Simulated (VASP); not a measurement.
Runs of VASP 6.6.1 on Ti. The structure is that of space group Fm-3m (No. 225), or close to it. The cells are those of the table. This isn't the form of Ti at room conditions, which is hcp.

| fixed moment (μB) | cell | pressure (GPa) | moment (μB) |
| --- | --- | --- | --- |
| 0.375 | a = 3.020 Å, angles 60.0°, 1 atom | -9.8 | 0.38 |
| 0.125 | a = 2.848 Å, angles 60.0°, 1 atom | (a) | 0.12 |
| 0.25 | a = 3.073 Å, angles 60.0°, 1 atom | (b) | 0.25 |
| 0.75 | a = 3.073 Å, angles 60.0°, 1 atom | -12.3 | 0.75 |
| 0.375 | a = 2.848 Å, angles 60.0°, 1 atom | 7.6 | 0.38 |

Alike in all rows: task single point; level PBE; potentials or basis VASP PAW PBE potentials, release 64 (Ti_sv); spin collinear; k mesh 20 × 20 × 20; cutoff (eV) 520; smearing gaussian 0.15 eV.

Q: Estimate the missing entries.

A: (a) 7.2; (b) -13.2.

Caveats: the total moment is fixed, so each spin has its own Fermi level and the state may be an excited one; the cell stands under tension (at least some runs); the cell stands under pressure (at least some runs).
